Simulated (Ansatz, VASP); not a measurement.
# V2Ir: VASP beside Ansatz

INCAR

```
ALGO = Normal
EDIFF = 1E-6
ENCUT = 520
GGA = PE
ISIF = 2
ISMEAR = 0
ISPIN = 2
LASPH = T
LCHARG = F
LMAXMIX = 4
LORBIT = 11
LREAL = F
LWAVE = F
MAGMOM = 2 2 2 2 0 0
NBANDS = 48
NELM = 150
PREC = Accurate
SIGMA = 0.1
```

KPOINTS

```
k-points
0
Gamma
  4 4 4
```

File POSCAR:

```
V2Ir
1.0
    0.0000000000      3.4072559389      3.4072559389
    3.4072559389      0.0000000000      3.4072559389
    3.4072559389      3.4072559389      0.0000000000
V Ir
4 2
Direct
    0.6250000000      0.6250000000      0.6250000000
    0.1250000000      0.6250000000      0.6250000000
    0.6250000000      0.6250000000      0.1250000000
    0.6250000000      0.1250000000      0.6250000000
    0.0000000000      0.0000000000      0.0000000000
    0.2500000000      0.2500000000      0.2500000000
```

Input for Ansatz:

```yaml
crystal:
  lattice:
    - [0.0, 3.4072559389, 3.4072559389]
    - [3.4072559389, 0.0, 3.4072559389]
    - [3.4072559389, 3.4072559389, 0.0]
  atoms:
    - { symbol: V, position: [0.625, 0.625, 0.625], spin: 2.0 }
    - { symbol: V, position: [0.125, 0.625, 0.625], spin: 2.0 }
    - { symbol: V, position: [0.625, 0.625, 0.125], spin: 2.0 }
    - { symbol: V, position: [0.625, 0.125, 0.625], spin: 2.0 }
    - { symbol: Ir, position: [0.0, 0.0, 0.0] }
    - { symbol: Ir, position: [0.25, 0.25, 0.25] }
basis:
  ecutwfc: 420
kpoints:
  mp_grid: { grid: [4, 4, 4] }
hamiltonian:
  xc: pbe
scf:
  occupations: { method: gaussian, width: 0.1 }
  lower_state_search: "off"
output:
  forces: true
  stress: true
  eigenvalues: true
  populations: true
magnetization:
  spin_polarized: true
```

Alike in both runs: task single point; functional PBE; k mesh 4 × 4 × 4; occupations gaussian, width 0.1 eV; collinear spin.

|  | VASP | Ansatz |
| --- | --- | --- |
| version | VASP 6.6.1 | Ansatz 0.2.0 |
| potentials or method | VASP PAW PBE potentials, release 64 (V_sv, Ir), cutoff 520 eV | scalar-relativistic, plane waves, PAW |
| valence electrons in the cell | 70 | 86 |

```tsv
	VASP	Ansatz	Ansatz less VASP
gap on the k mesh at the Fermi level (eV)	none	none	-
pressure (GPa)	4.3	3.9	-0.34
net moment per atom (μB)	0.00	0.00	-0.001
```

A gap of «none» marks a metal or a gap that the smearing closes. VASP's potentials hold 70 valence electrons a cell and Ansatz's 86, so a difference there can come from the potentials and not from the codes. Ansatz's warnings: seeded moment not kept.

The k mesh is coarse, so the values compare programs but aren't converged. Spin-orbit coupling is off throughout.
